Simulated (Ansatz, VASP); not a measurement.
SiO2: VASP beside Ansatz

```
Si O
1.0
     4.30652    0.00000    0.00000
     0.00000    4.30652    0.00000
     0.00000    0.00000    2.49821
Si O
2 4
Direct
  0.50000 0.50000 0.50000
  0.00000 0.00000 0.00000
  0.69301 0.69301 0.00000
  0.19301 0.80699 0.50000
  0.30699 0.30699 0.00000
  0.80699 0.19301 0.50000
```

Alike in both runs: task single point; functional PBE; k mesh 6 × 6 × 10; occupations gaussian, width 0.05 eV; no spin polarisation.

```csv
,VASP,Ansatz
version,VASP 6.6.1,Ansatz 0.2.0
potentials or method,"VASP PAW PBE potentials, release 64 (Si, O), cutoff 520 eV","scalar-relativistic, plane waves, PAW"
valence electrons in the cell,32,32
```

```tsv
	VASP	Ansatz	Ansatz less VASP
gap on the k mesh at the Fermi level (eV)	5.97	5.99	+0.025
least direct gap on the mesh (eV)	5.97	5.99	+0.025
pressure (GPa)	20.5	20.1	-0.38
traceless stress, the component that is largest in VASP (GPa)	35.73	34.93	-0.806
rms of the force components (eV/Å)	0.093	0.116	+0.0232
```

Atom by atom the forces differ by 0.023 eV/Å (rms over components).
